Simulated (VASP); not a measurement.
# NiO (Fm-3m) in VASP: single point with RPBE+U

Aim: the single point of NiO with RPBE+U.

All numbers are computed with VASP 6.6.1; they aren't measurements. Logs are shortened: lines on timing, memory, paths and dates and some standing lists are left out, and cuts for length are marked.

## (1) The cell of the first run

It takes space group Fm-3m (No. 225, cubic). The conventional cell has a = 4.201 Å, b = 4.201 Å, c = 4.201 Å, α = 90.00°, β = 90.00°, γ = 90.00°. Ni (site symmetry m-3m) has 6 O at 2.10 Å within 2.8 Å. Within 2.8 Å of O (site symmetry m-3m) lie 6 Ni at 2.10 Å.

## (2) Single point, RPBE+U

File INCAR:

```
SYSTEM = NiO
PREC = Accurate
ENCUT = 700
EDIFF = 1E-6
ISMEAR = -1
SIGMA = 0.1
LREAL = .FALSE.
LASPH = .TRUE.
NELM = 200
ALGO = Normal
ISIF = 2
LWAVE = .FALSE.
LCHARG = .FALSE.
LMAXMIX = 4
LDAU = .TRUE.
LDAUTYPE = 2
LDAUL = 2 -1
LDAUU = 3.1 0
LDAUJ = 0 0
LDAUPRINT = 1
GGA = RP
NBANDS = 19
GGA_COMPAT = .FALSE.
```

File KPOINTS:

```
Automatic mesh
0
G
  7 7 7
  0 0 0
```

File POSCAR:

```
NiO
1.0
    0.0000000000      2.1005700000      2.1005700000
    2.1005700000      0.0000000000      2.1005700000
    2.1005700000      2.1005700000      0.0000000000
Ni O
1 1
Direct
    0.0000000000      0.0000000000      0.0000000000
    0.5000000000      0.5000000000      0.5000000000
```

Potentials or basis: VASP PAW PBE potentials, release 64 (Ni_sv_GW, O).

Launch:

```bash
> cat potpaw_PBE.64/Ni_sv_GW/POTCAR potpaw_PBE.64/O/POTCAR > POTCAR
> mpirun -np 1 vasp_std > vasp.out
```

OUTCAR:

```text
SYSTEM = NiO
   PREC = Accurate
   ENCUT = 700
   EDIFF = 1E-6
   ISMEAR = -1
   LREAL = .FALSE.
   LASPH = .TRUE.
   NELM = 200
   ISIF = 2
   GGA = RP

 ion  position               nearest neighbor table
   1  0.000  0.000  0.000-   2 2.10   2 2.10   2 2.10   2 2.10   2 2.10   2 2.10
   2  0.500  0.500  0.500-   1 2.10   1 2.10   1 2.10   1 2.10   1 2.10   1 2.10

  LATTYP: Found a face centered cubic cell.
 ALAT       =     4.2011400000

  Lattice vectors:

 A1 = (   0.0000000000,   2.1005700000,   2.1005700000)
 A2 = (   2.1005700000,   0.0000000000,   2.1005700000)
 A3 = (   2.1005700000,   2.1005700000,   0.0000000000)

Analysis of symmetry for initial positions (statically):
=====================================================================
 Subroutine PRICEL returns:
 Original cell was already a primitive cell.

 Routine SETGRP: Setting up the symmetry group for a
 face centered cubic supercell.

 Subroutine GETGRP returns: Found 48 space group operations
 (whereof 48 operations were pure point group operations)
 out of a pool of 48 trial point group operations.

The static configuration has the point symmetry O_h .

Analysis of symmetry for dynamics (positions and initial velocities):
=====================================================================
 Subroutine PRICEL returns:
 Original cell was already a primitive cell.

 Routine SETGRP: Setting up the symmetry group for a
 face centered cubic supercell.

 Subroutine GETGRP returns: Found 48 space group operations
 (whereof 48 operations were pure point group operations)
 out of a pool of 48 trial point group operations.

The dynamic configuration has the point symmetry O_h .

 Subroutine INISYM returns: Found 48 space group operations
 (whereof 48 operations are pure point group operations),
 and found     1 'primitive' translations

----------------------------------------------------------------------------------------

                                     Primitive cell

  volume of cell :      18.5371

  direct lattice vectors                    reciprocal lattice vectors
     0.000000000  2.100570000  2.100570000    -0.238030630  0.238030630  0.238030630
     2.100570000  0.000000000  2.100570000     0.238030630 -0.238030630  0.238030630
     2.100570000  2.100570000  0.000000000     0.238030630  0.238030630 -0.238030630

  length of vectors
     2.970654583  2.970654583  2.970654583     0.412281145  0.412281145  0.412281145

  position of ions in fractional coordinates (direct lattice)
     0.000000000  0.000000000  0.000000000
     0.500000000  0.500000000  0.500000000

  ion indices of the primitive-cell ions
   primitive index   ion index
                 1           1
                 2           2

----------------------------------------------------------------------------------------

 KPOINTS: Automatic mesh

Automatic generation of k-mesh.
 Grid dimensions read from file:
 generate k-points for:    7    7    7

 Generating k-lattice:

  Cartesian coordinates                     Fractional coordinates (reciprocal lattice)
    -0.034004376  0.034004376  0.034004376     0.142857143  0.000000000  0.000000000
     0.034004376 -0.034004376  0.034004376     0.000000000  0.142857143  0.000000000
     0.034004376  0.034004376 -0.034004376     0.000000000  0.000000000  0.142857143

  Length of vectors
     0.058897306  0.058897306  0.058897306

  Shift w.r.t. Gamma in fractional coordinates (k-lattice)
     0.000000000  0.000000000  0.000000000

 Subroutine IBZKPT returns following result:
 ===========================================

 Found     20 irreducible k-points:

 Following reciprocal coordinates:
            Coordinates               Weight
  0.000000  0.000000  0.000000      1.000000
  0.142857  0.000000  0.000000      8.000000
  0.285714  0.000000  0.000000      8.000000
  0.428571  0.000000  0.000000      8.000000
  0.142857  0.142857  0.000000      6.000000
  0.285714  0.142857  0.000000     24.000000
[... 12 lines left out ...]
 -0.428571  0.428571  0.142857     24.000000
 -0.285714  0.428571  0.142857     24.000000
   k-points           NKPTS =     20   k-points in BZ     NKDIM =     20   number of bands    NBANDS=     19
   number of dos      NEDOS =    301   number of ions     NIONS =      2
   total plane-waves  NPLWV =  21952
   dimension x,y,z NGX =    28 NGY =   28 NGZ =   28
   dimension x,y,z NGXF=    56 NGYF=   56 NGZF=   56
   ions per type =               1   1
   NGX,Y,Z   is equivalent  to a cutoff of  15.67, 15.67, 15.67 a.u.
   NGXF,Y,Z  is equivalent  to a cutoff of  31.34, 31.34, 31.34 a.u.
 SYSTEM =  NiO
   PREC   = accura    normal or accurate (medium, high low for compatibility)
   ISTART =      0    job   : 0-new  1-cont  2-samecut
   ICHARG =      2    charge: 1-file 2-atom 10-const
   ISPIN  =      1    spin polarized calculation?
   LNONCOLLINEAR =      F non collinear calculations
   LSORBIT =      F    spin-orbit coupling
   LASPH  =      T    aspherical Exc in radial PAW
   ENCUT  =  700.0 eV  51.45 Ry    7.17 a.u.   6.41  6.41  6.41*2*pi/ulx,y,z
   NELM   =    200;   NELMIN=  2; NELMDL= -5     # of ELM steps
   EDIFF  = 0.1E-05   stopping-criterion for ELM
   LREAL  =      F    real-space projection
   EDIFFG = 0.1E-04   stopping-criterion for IOM
   NSW    =      0    number of steps for IOM
   IBRION =     -1    ionic relax: 0-MD 1-quasi-New 2-CG
   NFREE  =      0    steps in history (QN), initial steepest desc. (CG)
   ISIF   =      2    stress and relaxation
   ISYM   =      2    0-nonsym 1-usesym 2-fastsym
   POTIM  = 0.5000    time-step for ionic-motion
   TEBEG  =    0.0;   TEEND  =   0.0 temperature during run
   PSTRESS=    0.0 pullay stress
   NELECT =      24.0000    total number of electrons
   NUPDOWN=      -1.0000    fix difference up-down
   EMIN   =  10.00;   EMAX   =-10.00  energy-range for DOS
   EFERMI =   0.00;   METHOD = LEGACY
   ISMEAR =    -1;   SIGMA  =   0.10  broadening in eV -4-tet -1-fermi 0-gaus
   EFERMI_NEDOS =   21; number of points for ismear=-14 and -15
   IALGO  =     38    algorithm
   IMIX   =      4    mixing-type and parameters
     AMIX     =   0.40;   BMIX     =  1.00
     AMIX_MAG =   1.60;   BMIX_MAG =  1.00
  volume/ion in A,a.u.               =       9.27        62.55
  Fermi-wavevector in a.u.,A,eV,Ry     =   1.784287  3.371814 43.316606  3.183681
  Thomas-Fermi vector in A             =   2.848304
   LORBIT       =      0    0 simple, 1 ext, 2 COOP (PROOUT), +10 PAW based schemes
 LDA+U is selected, type is set to LDAUTYPE =  2
   angular momentum for each species LDAUL =     2   -1
   U (eV)           for each species LDAUU =   3.1  0.0
   J (eV)           for each species LDAUJ =   0.0  0.0
   GGA     = RP    functional components
   LHFCALC =     F    Hartree Fock is set to
   AEXX    =    0.0000 exact exchange contribution
   IVDW    =     0    specifies the selected vdW correction
   LEPSILON=     F    determine dielectric tensor
   LRPA    =     F    only Hartree local field effects (RPA)
 non-spin polarized calculation
  energy-cutoff  :      700.00
  volume of cell :       18.54
 maximum number of plane-waves:       793
 NGX is ok and might be reduce to    28
   NGX = 13   NGY = 13   NGZ = 13

atom =   1  type =  1  l = 2

 onsite density matrix

spin component  1

  0.9190  0.0000  0.0000  0.0000 -0.0000
  0.0000  0.9190  0.0000 -0.0000  0.0000
  0.0000  0.0000  0.6014  0.0000 -0.0000
  0.0000 -0.0000  0.0000  0.9190  0.0000
 -0.0000  0.0000 -0.0000  0.0000  0.6014

spin component  2

  0.9190  0.0000  0.0000  0.0000 -0.0000
  0.0000  0.9190  0.0000 -0.0000  0.0000
  0.0000  0.0000  0.6014  0.0000 -0.0000
  0.0000 -0.0000  0.0000  0.9190  0.0000
 -0.0000  0.0000 -0.0000  0.0000  0.6014

 occupancies and eigenvectors

  o =  0.6014  v =  0.0000 -0.0000 -0.0426  0.0000 -0.9991  0.0000  0.0000  0.0000  0.0000  0.0000      0.0000  0.0000  0.0000  0.0000  0.0000  0.0000  0.0000  0.0000  0.0000  0.0000
  o =  0.6014  v =  0.0000  0.0000  0.0000  0.0000  0.0000  0.0000 -0.0000 -0.0426  0.0000 -0.9991      0.0000  0.0000  0.0000  0.0000  0.0000  0.0000  0.0000  0.0000  0.0000  0.0000
  o =  0.6014  v =  0.0000  0.0000  0.0000  0.0000  0.0000  0.0000 -0.0000 -0.9991  0.0000  0.0426      0.0000  0.0000  0.0000  0.0000  0.0000  0.0000  0.0000  0.0000  0.0000  0.0000
  o =  0.6014  v =  0.0000 -0.0000 -0.9991  0.0000  0.0426  0.0000  0.0000  0.0000  0.0000  0.0000      0.0000  0.0000  0.0000  0.0000  0.0000  0.0000  0.0000  0.0000  0.0000  0.0000
  o =  0.9190  v =  0.0000 -1.0000  0.0000  0.0076  0.0000  0.0000  0.0000  0.0000  0.0000  0.0000      0.0000  0.0000  0.0000  0.0000  0.0000  0.0000  0.0000  0.0000  0.0000  0.0000
  o =  0.9190  v =  0.0000  0.0000  0.0000  0.0000  0.0000  0.0000 -1.0000  0.0000  0.0076  0.0000      0.0000  0.0000  0.0000  0.0000  0.0000  0.0000  0.0000  0.0000  0.0000  0.0000
  o =  0.9190  v =  0.0000  0.0076  0.0000  1.0000  0.0000  0.0000  0.0000  0.0000  0.0000  0.0000      0.0000  0.0000  0.0000  0.0000  0.0000  0.0000  0.0000  0.0000  0.0000  0.0000
  o =  0.9190  v =  0.0000  0.0000  0.0000  0.0000  0.0000  0.0000  0.0076  0.0000  1.0000  0.0000      0.0000  0.0000  0.0000  0.0000  0.0000  0.0000  0.0000  0.0000  0.0000  0.0000
  o =  0.9190  v =  1.0000  0.0000  0.0000  0.0000  0.0000  0.0000  0.0000  0.0000  0.0000  0.0000      0.0000  0.0000  0.0000  0.0000  0.0000  0.0000  0.0000  0.0000  0.0000  0.0000
  o =  0.9190  v =  0.0000  0.0000  0.0000  0.0000  0.0000  1.0000  0.0000  0.0000  0.0000  0.0000      0.0000  0.0000  0.0000  0.0000  0.0000  0.0000  0.0000  0.0000  0.0000  0.0000

 number of electron      23.9999993 magnetization

 Free energy of the ion-electron system (eV)
  ---------------------------------------------------
  ext. energy  EPLUGINS =         0.00000000
  ---------------------------------------------------
  free energy    TOTEN  =        -9.17121959 eV

  energy without entropy =       -9.11507314  energy(sigma->0) =       -9.14314637

 E-fermi :   6.8548     XC(G=0): -12.6916

 val. band max:        6.8256843844   @ k =  -0.4286   0.4286   0.1429
 cond. band min:       7.0197818277   @ k =   0.2857   0.1429   0.0000
 fundamental gap:      0.1940974433
 Fermi energy:         6.8547843543

 k-point     1 :       0.0000    0.0000    0.0000
  band No.  band energies     occupation
      1     -95.9382      2.00000
      2     -56.2822      2.00000
      3     -56.2822      2.00000
      4     -56.2822      2.00000
      5     -13.5452      2.00000
      6       3.7782      2.00000
[... 417 lines left out ...]
      6       0.5489      2.00000
[... 11 lines left out ...]
     18      27.5924      0.00000
     19      30.0678      0.00000

------------------------ aborting loop because EDIFF is reached ----------------------------------------

  FORCE on cell =-STRESS in cart. coord.  units (eV):
  Direction    XX          YY          ZZ          XY          YZ          ZX
  --------------------------------------------------------------------------------------
  -------------------------------------------------------------------------------------
  Total        0.0471596      0.0471596      0.0471596      0.0000000     -0.0000000      0.0000000
  in kB        4.0760458      4.0760458      4.0760458      0.0000000     -0.0000000      0.0000000
  external PRESSURE =       4.0760458 kB  Pullay stress =       0.0000000 kB

 VOLUME and BASIS-vectors are now :
 -----------------------------------------------------------------------------
  energy-cutoff  :      700.00
  volume of cell :       18.54
      direct lattice vectors                 reciprocal lattice vectors
     0.000000000  2.100570000  2.100570000    -0.238030630  0.238030630  0.238030630
     2.100570000  0.000000000  2.100570000     0.238030630 -0.238030630  0.238030630
     2.100570000  2.100570000  0.000000000     0.238030630  0.238030630 -0.238030630

 POSITION                                       TOTAL-FORCE (eV/Angst)
 -----------------------------------------------------------------------------------
      0.00000      0.00000      0.00000        -0.000000      0.000000      0.000000
      2.10057      2.10057      2.10057         0.000000     -0.000000     -0.000000
 -----------------------------------------------------------------------------------
    total drift:                               -0.000000      0.000000      0.000000

  FREE ENERGIE OF THE ION-ELECTRON SYSTEM (eV)
  ---------------------------------------------------
  free  energy   TOTEN  =        -9.1712195884 eV

  energy  without entropy=       -9.1150731430  energy(sigma->0) =       -9.14314637
```

Run time: 16 s. Hardware: 1 thread of AMD EPYC 7R13 (Zen 3), shared host; peak memory 0.14 GiB.

What came out:

```yaml
Free_energy: -9.1712 eV
Pressure: 0.4 GPa
Band_gap_on_the_k_mesh: zero (bands 12 and 13 overlap by 2.62 eV)
```

Levels at points of the mesh, in eV from the Fermi level:
| k point | band 10 | band 11 | band 12 | band 13 | band 14 | band 15 |
| --- | --- | --- | --- | --- | --- | --- |
| (0.00, 0.00, 0.00) | -2.67 | -2.67 | -1.45 | -1.45 | 1.60 | 17.82 |

Eigenvalues of the final occupation matrices:
```csv
site,spin,trace,eigenvalues
site 1 d,1,3.96,0.60 0.60 0.92 0.92 0.92
site 1 d,2,3.96,0.60 0.60 0.92 0.92 0.92
```

Caveat: the k points lie up to 0.37 Å⁻¹ apart, too coarse for converged energies and pressures of a metal; the PAW data sets were made with another functional, which shifts forces and pressure a little; the run has no spin polarisation, though such a crystal can be magnetic; U without spin polarisation on a metal has little footing.

The gap in the log of VASP goes by the Fermi energy; the results here count the filled bands.